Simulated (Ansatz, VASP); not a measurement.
C: VASP beside Ansatz

```
CELL_PARAMETERS angstrom
0.00000 1.77683 1.77683
1.77683 0.00000 1.77683
1.77683 1.77683 0.00000
ATOMIC_POSITIONS crystal
C 0.50000 0.50000 0.50000
C 0.75000 0.75000 0.75000
```

Alike in both runs: functional PBEsol; k mesh 12 × 12 × 12; occupations gaussian, width 0.02 eV; no spin polarisation.

Ansatz relaxed the structure, and its values are those at the end. VASP's run is a single point on that final structure, the one shown.

|  | VASP | Ansatz |
| --- | --- | --- |
| version | VASP 6.6.1 | Ansatz 0.2.0 |
| potentials or method | VASP PAW PBE potentials, release 64 (C), cutoff 600 eV | scalar-relativistic, plane waves, PAW |
| valence electrons in the cell | 8 | 8 |

```csv
,VASP,Ansatz,Ansatz less VASP
gap on the k mesh at the Fermi level (eV),4.06,4.07,+0.006
least direct gap on the mesh (eV),5.57,5.57,0.000
pressure (GPa),0.5,0.0,-0.49
```

VASP's potentials were made for PBE, not for PBEsol, and Ansatz warns of the same on its side.
